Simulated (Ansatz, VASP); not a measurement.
## GaSb in VASP and in Ansatz

Contents of INCAR:

```
SYSTEM = GaSb
ALGO     = Normal         ! electronic algorithm
EDIFF    = 1E-6           ! SCF threshold, eV
ENCUT    = 520            ! plane-wave cutoff, eV
GGA      = PE             ! functional
ISIF     = 2              ! what is computed and relaxed
ISMEAR   = 0              ! smearing method
LASPH    = .TRUE.         ! aspherical terms in the spheres
LCHARG   = .FALSE.        ! write CHGCAR
LREAL    = .FALSE.        ! projectors in reciprocal space
LWAVE    = .FALSE.        ! write WAVECAR
NBANDS   = 16             ! bands
NELM     = 60             ! most SCF steps
PREC     = Accurate       ! precision mode
SIGMA    = 0.15           ! smearing width, eV
```

File KPOINTS:

```
k-points
0
G
  22 22 22
  0 0 0
```

File POSCAR:

```
GaSb
1.0
   -2.3508739150      2.3508739150      1.5810862690
    2.3508739150     -2.3508739150      1.5810862690
    2.3508739150      2.3508739150     -1.5810862690
Ga Sb
1 1
Direct
    0.2500000000      0.7500000000      0.5000000000
    0.0000000000      0.0000000000      0.0000000000
```

Input for Ansatz:

```yaml
crystal:
  lattice:
    - [-2.350873915, 2.350873915, 1.581086269]
    - [2.350873915, -2.350873915, 1.581086269]
    - [2.350873915, 2.350873915, -1.581086269]
  atoms:
    - { symbol: Ga, position: [0.25, 0.75, 0.5] }
    - { symbol: Sb, position: [0.0, 0.0, 0.0] }
basis:
  ecutwfc: 420
kpoints:
  mp_grid: { grid: [22, 22, 22] }
hamiltonian:
  xc: pbe
scf:
  occupations: { method: gaussian, width: 0.15 }
output:
  forces: true
  stress: true
  eigenvalues: true
```

Change from the starting cell: strain -0.1500 x Voigt [1, 1, 0, 0, 0, 0], atoms carried along.

Alike in both runs: task single point; functional PBE; k mesh 22 × 22 × 22; occupations gaussian, width 0.15 eV; no spin polarisation.

|  | VASP | Ansatz |
| --- | --- | --- |
| version | VASP 6.6.1 | Ansatz 0.2.0 |
| potentials or method | VASP PAW PBE potentials, release 64 (Ga_d, Sb), cutoff 520 eV | scalar-relativistic, plane waves, PAW |
| valence electrons in the cell | 18 | 28 |

Ansatz gave:

- gap on the k mesh at the Fermi level (eV): none
- pressure (GPa): 42.0
- traceless stress, the component that is largest in VASP (GPa): -17.28

Problem. Estimate VASP's values.

Solution. gap on the k mesh at the Fermi level (eV): none; pressure (GPa): 42.2; traceless stress, the component that is largest in VASP (GPa): -17.43.

A gap of «none» marks a metal or a gap that the smearing closes. Both programs put the cell under a high pressure, so it lies far from rest at this level. VASP's potentials hold 18 valence electrons a cell and Ansatz's 28, so a difference there can come from the potentials and not from the codes.

Neither program's run includes spin-orbit coupling.
